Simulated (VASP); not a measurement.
# Rh (Fd-3m) in VASP: a series of runs

The runs below take Rh through single point, with PBEsol.

Program: VASP 6.6.1. These are calculated values, not measurements. Logs are shortened: lines on timing, memory, paths and dates and some standing lists are left out, and cuts for length are marked.

**1. The cell of the first run**

Symmetry: Fd-3m, No. 227, cubic system. The conventional cell has a = 5.436 Å, b = 5.436 Å, c = 5.436 Å, α = 90.00°, β = 90.00°, γ = 90.00°. Within 3.1 Å of Rh (site symmetry -43m) lie 4 Rh at 2.35 Å.

This isn't the form of Rh at room conditions, which is fcc.

**2. Single point, PBEsol**

INCAR

```
ALGO = Normal
EDIFF = 1E-6
ENCUT = 520
GGA = PS
ISIF = 2
ISMEAR = -1
LASPH = T
LCHARG = F
LREAL = F
LWAVE = F
NBANDS = 22
NELM = 100
PREC = Accurate
SIGMA = 0.1
```

KPOINTS

```
k-points
0
Gamma
  10 10 10
```

POSCAR

```
Rh
1.0
    0.0000000000      2.7182005744      2.7182005744
    2.7182005744      0.0000000000      2.7182005744
    2.7182005744      2.7182005744      0.0000000000
Rh
2
Direct
    0.1250000000      0.1250000000      0.1250000000
    0.8750000000      0.8750000000      0.8750000000
```

Potentials or basis: VASP PAW PBE potentials, release 64 (Rh_pv).

The run is started by

```console
> cat potpaw_PBE.64/Rh_pv/POTCAR > POTCAR
> mpirun -np 1 vasp_std > vasp.out
```

OUTCAR:

```text
EDIFF = 1E-6
   ENCUT = 520
   GGA = PS
   ISIF = 2
   ISMEAR = -1
   LASPH = T
   LREAL = F
   NELM = 100
   PREC = Accurate

 ion  position               nearest neighbor table
   1  0.125  0.125  0.125-   2 2.35   2 2.35   2 2.35   2 2.35
   2  0.875  0.875  0.875-   1 2.35   1 2.35   1 2.35   1 2.35

  LATTYP: Found a face centered cubic cell.
 ALAT       =     5.4364011488

  Lattice vectors:

 A1 = (   0.0000000000,   2.7182005744,   2.7182005744)
 A2 = (   2.7182005744,   0.0000000000,   2.7182005744)
 A3 = (   2.7182005744,   2.7182005744,   0.0000000000)

Analysis of symmetry for initial positions (statically):
=====================================================================
 Subroutine PRICEL returns:
 Original cell was already a primitive cell.

 Routine SETGRP: Setting up the symmetry group for a
 face centered cubic supercell.

 Subroutine GETGRP returns: Found 48 space group operations
 (whereof 12 operations were pure point group operations)
 out of a pool of 48 trial point group operations.

The static configuration has the point symmetry D_3d.
 The point group associated with its full space group is O_h .

Analysis of symmetry for dynamics (positions and initial velocities):
=====================================================================
 Subroutine PRICEL returns:
 Original cell was already a primitive cell.

 Routine SETGRP: Setting up the symmetry group for a
 face centered cubic supercell.

 Subroutine GETGRP returns: Found 48 space group operations
 (whereof 12 operations were pure point group operations)
 out of a pool of 48 trial point group operations.

The dynamic configuration has the point symmetry D_3d.
 The point group associated with its full space group is O_h .

 Subroutine INISYM returns: Found 48 space group operations
 (whereof 12 operations are pure point group operations),
 and found     1 'primitive' translations

----------------------------------------------------------------------------------------

                                     Primitive cell

  volume of cell :      40.1675

  direct lattice vectors                    reciprocal lattice vectors
     0.000000000  2.718200574  2.718200574    -0.183945219  0.183945219  0.183945219
     2.718200574  0.000000000  2.718200574     0.183945219 -0.183945219  0.183945219
     2.718200574  2.718200574  0.000000000     0.183945219  0.183945219 -0.183945219

  length of vectors
     3.844116118  3.844116118  3.844116118     0.318602465  0.318602465  0.318602465

  position of ions in fractional coordinates (direct lattice)
     0.125000000  0.125000000  0.125000000
     0.875000000  0.875000000  0.875000000

  ion indices of the primitive-cell ions
   primitive index   ion index
                 1           1
                 2           2

----------------------------------------------------------------------------------------

 KPOINTS: k-points

Automatic generation of k-mesh.
 Grid dimensions read from file:
 generate k-points for:   10   10   10

 Generating k-lattice:

  Cartesian coordinates                     Fractional coordinates (reciprocal lattice)
    -0.018394522  0.018394522  0.018394522     0.100000000  0.000000000  0.000000000
     0.018394522 -0.018394522  0.018394522     0.000000000  0.100000000  0.000000000
     0.018394522  0.018394522 -0.018394522     0.000000000  0.000000000  0.100000000

  Length of vectors
     0.031860247  0.031860247  0.031860247

  Shift w.r.t. Gamma in fractional coordinates (k-lattice)
     0.000000000  0.000000000  0.000000000

 Subroutine IBZKPT returns following result:
 ===========================================

 Found     47 irreducible k-points:

 Following reciprocal coordinates:
            Coordinates               Weight
  0.000000  0.000000  0.000000      1.000000
  0.100000  0.000000  0.000000      8.000000
  0.200000  0.000000  0.000000      8.000000
  0.300000  0.000000  0.000000      8.000000
  0.400000  0.000000  0.000000      8.000000
  0.500000  0.000000  0.000000      4.000000
[... 16 lines left out ...]
  0.300000  0.300000  0.000000      6.000000
  0.400000  0.300000  0.000000     24.000000
 [... further k-points ...]
   k-points           NKPTS =     47   k-points in BZ     NKDIM =     47   number of bands    NBANDS=     22
   number of dos      NEDOS =    301   number of ions     NIONS =      2
   total plane-waves  NPLWV =  27000
   dimension x,y,z NGX =    30 NGY =   30 NGZ =   30
   dimension x,y,z NGXF=    60 NGYF=   60 NGZF=   60
   ions per type =               2
   NGX,Y,Z   is equivalent  to a cutoff of  12.97, 12.97, 12.97 a.u.
   NGXF,Y,Z  is equivalent  to a cutoff of  25.95, 25.95, 25.95 a.u.
 SYSTEM =  unknown system
   PREC   = accura    normal or accurate (medium, high low for compatibility)
   ISTART =      0    job   : 0-new  1-cont  2-samecut
   ICHARG =      2    charge: 1-file 2-atom 10-const
   ISPIN  =      1    spin polarized calculation?
   LNONCOLLINEAR =      F non collinear calculations
   LSORBIT =      F    spin-orbit coupling
   LASPH  =      T    aspherical Exc in radial PAW
   ENCUT  =  520.0 eV  38.22 Ry    6.18 a.u.   7.15  7.15  7.15*2*pi/ulx,y,z
   NELM   =    100;   NELMIN=  2; NELMDL= -5     # of ELM steps
   EDIFF  = 0.1E-05   stopping-criterion for ELM
   LREAL  =      F    real-space projection
   EDIFFG = 0.1E-04   stopping-criterion for IOM
   NSW    =      0    number of steps for IOM
   IBRION =     -1    ionic relax: 0-MD 1-quasi-New 2-CG
   NFREE  =      0    steps in history (QN), initial steepest desc. (CG)
   ISIF   =      2    stress and relaxation
   ISYM   =      2    0-nonsym 1-usesym 2-fastsym
   POTIM  = 0.5000    time-step for ionic-motion
   TEBEG  =    0.0;   TEEND  =   0.0 temperature during run
   PSTRESS=    0.0 pullay stress
   NELECT =      30.0000    total number of electrons
   NUPDOWN=      -1.0000    fix difference up-down
   EMIN   =  10.00;   EMAX   =-10.00  energy-range for DOS
   EFERMI =   0.00;   METHOD = LEGACY
   ISMEAR =    -1;   SIGMA  =   0.10  broadening in eV -4-tet -1-fermi 0-gaus
   EFERMI_NEDOS =   21; number of points for ismear=-14 and -15
   IALGO  =     38    algorithm
   IMIX   =      4    mixing-type and parameters
     AMIX     =   0.40;   BMIX     =  1.00
     AMIX_MAG =   1.60;   BMIX_MAG =  1.00
  volume/ion in A,a.u.               =      20.08       135.53
  Fermi-wavevector in a.u.,A,eV,Ry     =   1.485333  2.806872 30.017354  2.206213
  Thomas-Fermi vector in A             =   2.598758
   LORBIT       =      0    0 simple, 1 ext, 2 COOP (PROOUT), +10 PAW based schemes
   GGA     = PS    functional components
   LHFCALC =     F    Hartree Fock is set to
   AEXX    =    0.0000 exact exchange contribution
   IVDW    =     0    specifies the selected vdW correction
   LEPSILON=     F    determine dielectric tensor
   LRPA    =     F    only Hartree local field effects (RPA)
 non-spin polarized calculation
  energy-cutoff  :      520.00
  volume of cell :       40.17
 maximum number of plane-waves:      1106
 NGX is ok and might be reduce to    30
   NGX = 15   NGY = 15   NGZ = 15

 number of electron      29.9999993 magnetization

 Free energy of the ion-electron system (eV)
  ---------------------------------------------------
  ext. energy  EPLUGINS =         0.00000000
  ---------------------------------------------------
  free energy    TOTEN  =       -13.74684742 eV

  energy without entropy =      -13.64511917  energy(sigma->0) =      -13.69598329

 E-fermi :   6.7143     XC(G=0): -11.5559

 val. band max:        6.7059199613   @ k =  -0.4000   0.2000   0.0000
 cond. band min:       6.7249864773   @ k =   0.4000   0.4000   0.0000
 fundamental gap:      0.0190665160
 Fermi energy:         6.7142691280

 k-point     1 :       0.0000    0.0000    0.0000
  band No.  band energies     occupation
      1     -40.4972      2.00000
      2     -40.4972      2.00000
      3     -40.4972      2.00000
      4     -39.8069      2.00000
      5     -39.8069      2.00000
      6     -39.8069      2.00000
[... 14 lines left out ...]
     21      19.5922      0.00000
     22      19.7699      0.00000

 k-point     2 :       0.1000    0.0000    0.0000
  band No.  band energies     occupation
      1     -40.5048      2.00000
      2     -40.5048      2.00000
      3     -40.4952      2.00000
      4     -39.8098      2.00000
      5     -39.7991      2.00000
      6     -39.7991      2.00000
[... 14 lines left out ...]
     21      18.9817      0.00000
     22      20.3453      0.00000

 k-point     3 :       0.2000    0.0000    0.0000
  band No.  band energies     occupation
      1     -40.5238      2.00000
      2     -40.5238      2.00000
      3     -40.4899      2.00000
      4     -39.8170      2.00000
      5     -39.7794      2.00000
      6     -39.7794      2.00000
[... 14 lines left out ...]
     21      18.0309      0.00000
     22      20.7640      0.00000

 k-point     4 :       0.3000    0.0000    0.0000
  band No.  band energies     occupation
      1     -40.5460      2.00000
      2     -40.5460      2.00000
      3     -40.4835      2.00000
      4     -39.8258      2.00000
      5     -39.7564      2.00000
      6     -39.7564      2.00000
[... 14 lines left out ...]
     21      17.4394      0.00000
     22      20.6173      0.00000

 k-point     5 :       0.4000    0.0000    0.0000
  band No.  band energies     occupation
      1     -40.5631      2.00000
      2     -40.5631      2.00000
      3     -40.4785      2.00000
      4     -39.8328      2.00000
      5     -39.7386      2.00000
      6     -39.7386      2.00000
[... 14 lines left out ...]
     21      17.1497      0.00000
     22      20.4946      0.00000

 k-point     6 :       0.5000    0.0000    0.0000
  band No.  band energies     occupation
      1     -40.5694      2.00000
      2     -40.5694      2.00000
      3     -40.4766      2.00000
      4     -39.8354      2.00000
      5     -39.7320      2.00000
      6     -39.7320      2.00000
[... 14 lines left out ...]
     21      17.0613      0.00000
     22      20.4494      0.00000

 k-point     7 :       0.1000    0.1000    0.0000
  band No.  band energies     occupation
      1     -40.5136      2.00000
      2     -40.5136      2.00000
      3     -40.4808      2.00000
      4     -39.8246      2.00000
      5     -39.7900      2.00000
      6     -39.7900      2.00000
[... 324 lines left out ...]
      6     -39.6711      2.00000
[... 14 lines left out ...]
     21      17.3484      0.00000
     22      22.0032      0.00000

 k-point    21 :      -0.3000    0.2000    0.0000
  band No.  band energies     occupation
      1     -40.6236      2.00000
      2     -40.5695      2.00000
      3     -40.3905      2.00000
      4     -39.9188      2.00000
      5     -39.7320      2.00000
      6     -39.6806      2.00000
[... 14 lines left out ...]
     21      17.5253      0.00000
     22      21.4910      0.00000

 k-point    22 :      -0.2000    0.2000    0.0000
  band No.  band energies     occupation
      1     -40.5970      2.00000
      2     -40.5471      2.00000
      3     -40.4287      2.00000
      4     -39.8798      2.00000
      5     -39.7552      2.00000
      6     -39.7067      2.00000
[... 14 lines left out ...]
     21      17.7600      0.00000
     22      20.8293      0.00000

 k-point    23 :       0.3000    0.3000    0.0000
  band No.  band energies     occupation
      1     -40.5975      2.00000
      2     -40.5975      2.00000
      3     -40.3588      2.00000
      4     -39.9544      2.00000
      5     -39.7033      2.00000
      6     -39.7033      2.00000
[... 14 lines left out ...]
     21      16.9192      0.00000
     22      18.0296      0.00000

 k-point    24 :       0.4000    0.3000    0.0000
  band No.  band energies     occupation
      1     -40.6191      2.00000
      2     -40.6135      2.00000
      3     -40.3165      2.00000
      4     -39.9977      2.00000
      5     -39.6865      2.00000
      6     -39.6817      2.00000
[... 14 lines left out ...]
     21      17.1742      0.00000
     22      18.4490      0.00000

 [... further k-points ...]

------------------------ aborting loop because EDIFF is reached ----------------------------------------

  FORCE on cell =-STRESS in cart. coord.  units (eV):
  Direction    XX          YY          ZZ          XY          YZ          ZX
  --------------------------------------------------------------------------------------
  -------------------------------------------------------------------------------------
  Total        0.0196753      0.0196753      0.0196753      0.0000000      0.0000000     -0.0000000
  in kB        0.7847970      0.7847970      0.7847970      0.0000000      0.0000000     -0.0000000
  external PRESSURE =       0.7847970 kB  Pullay stress =       0.0000000 kB

 VOLUME and BASIS-vectors are now :
 -----------------------------------------------------------------------------
  energy-cutoff  :      520.00
  volume of cell :       40.17
      direct lattice vectors                 reciprocal lattice vectors
     0.000000000  2.718200574  2.718200574    -0.183945219  0.183945219  0.183945219
     2.718200574  0.000000000  2.718200574     0.183945219 -0.183945219  0.183945219
     2.718200574  2.718200574  0.000000000     0.183945219  0.183945219 -0.183945219

 POSITION                                       TOTAL-FORCE (eV/Angst)
 -----------------------------------------------------------------------------------
      0.67955      0.67955      0.67955        -0.000000     -0.000000      0.000000
      4.75685      4.75685      4.75685         0.000000      0.000000     -0.000000
 -----------------------------------------------------------------------------------
    total drift:                               -0.000000      0.000000      0.000000

  FREE ENERGIE OF THE ION-ELECTRON SYSTEM (eV)
  ---------------------------------------------------
  free  energy   TOTEN  =       -13.7468474202 eV

  energy  without entropy=      -13.6451191663  energy(sigma->0) =      -13.69598329
```

It took 58 s on 1 thread of Intel Xeon 8259CL, shared host; peak memory 0.18 GiB.

What came out:

```
Free energy            : -13.7468 eV
Pressure               : 0.1 GPa
Band gap on the k mesh : zero (bands 15 and 16 overlap by 1.27 eV)
```

Caveat: the PAW data sets were made with another functional, which shifts forces and pressure a little.

**3. Single point, PBEsol (17.67 Å³/atom)**

This run uses another cell than the first one, of 17.67 Å³/atom.

INCAR

```
PREC = Accurate ; ENCUT = 520
EDIFF = 1E-6 ; ISMEAR = -1
SIGMA = 0.1 ; LREAL = F
LASPH = T ; NELM = 100
ALGO = Normal ; ISIF = 2
LWAVE = F ; LCHARG = F
GGA = PS ; NBANDS = 22
```

KPOINTS

```
Automatic mesh
0
Gamma
  11 11 11
```

POSCAR

```
Rh
1.0
    0.0000000000      2.6048080416      2.6048080416
    2.6048080416      0.0000000000      2.6048080416
    2.6048080416      2.6048080416      0.0000000000
Rh
2
Direct
    0.1250000000      0.1250000000      0.1250000000
    0.8750000000      0.8750000000      0.8750000000
```

Potentials or basis: VASP PAW PBE potentials, release 64 (Rh_pv).

The run is started by

```console
> cat potpaw_PBE.64/Rh_pv/POTCAR > POTCAR
> mpirun -np 1 vasp_std > vasp.out
```

Wall time 58 s (1 thread of Intel Xeon 8259CL, shared host); peak memory 0.17 GiB.

The run converged. Its results:

```
Free energy            : -13.3978 eV
Pressure               : 26.3 GPa
Band gap on the k mesh : zero (bands 15 and 16 overlap by 1.45 eV)
```

Levels at points of the mesh, in eV from the Fermi level:
```tsv
k point	band 13	band 14	band 15	band 16	band 17	band 18
(0.00, 0.00, 0.00)	-1.77	-1.77	-1.77	0.59	0.59	12.95
```

Caveat: the cell stands under pressure; the PAW data sets were made with another functional, which shifts forces and pressure a little.

[end of part 1 of 2]

The gap in the log of VASP goes by the Fermi energy; the results here count the filled bands.